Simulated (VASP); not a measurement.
Set up this calculation in VASP 6.6.1, as the native input.

```
Task                   : single point
Functional             : PBEsol
Potentials or basis    : VASP PAW PBE potentials, release 64 (Cd_sv_GW, S)
Cutoff                 : 630 eV
k mesh                 : 6 × 6 × 4
Occupations            : fermi-dirac, width 0.03 eV
Spin                   : no spin polarisation
Dipole correction      : no
Further INCAR settings : ALGO = Normal; EDIFF = 1e-06; NBANDS = 34
```

The structure of CdS lies in POSCAR:

```
CdS
1.0
    3.8096412688      0.0000000000      0.0000000000
   -1.9048206344      3.2992461181      0.0000000000
    0.0000000000      0.0000000000      6.3621338878
Cd S
2 2
Direct
    0.0000000000      0.0000000000      0.0000000000
    0.0000000000      0.0000000000      0.5000000000
    0.3333333333      0.6666666667      0.2500000000
    0.6666666667      0.3333333333      0.7500000000
```

The input as run:

INCAR

```
SYSTEM = CdS
ALGO = Normal
EDIFF = 1E-6
ENCUT = 630
GGA = PS
GGA_COMPAT = .False.
ISIF = 2
ISMEAR = -1
LASPH = .True.
LCHARG = .False.
LREAL = .False.
LWAVE = .False.
NBANDS = 34
NELM = 120
PREC = Accurate
SIGMA = 0.03
```

KPOINTS

```
k-points
0
Gamma
  6 6 4
  0 0 0
```

Potentials or basis: VASP PAW PBE potentials, release 64 (Cd_sv_GW, S).

Launch:

```bash
$ cat potpaw_PBE.64/Cd_sv_GW/POTCAR potpaw_PBE.64/S/POTCAR > POTCAR
$ mpirun -np 1 vasp_std > vasp.out
```

It gave:

* Pressure: -0.1 GPa
* Band gap on the k mesh: 0.65 eV

Caveat: semilocal functionals underestimate gaps, and a narrow one can read as zero; the PAW data sets were made with another functional, which shifts forces and pressure a little.

Wall time 53 s on 1 thread of Intel(R) Xeon(R) Platinum 8488C (Sapphire Rapids) (shared host), peak memory 0.26 GiB.
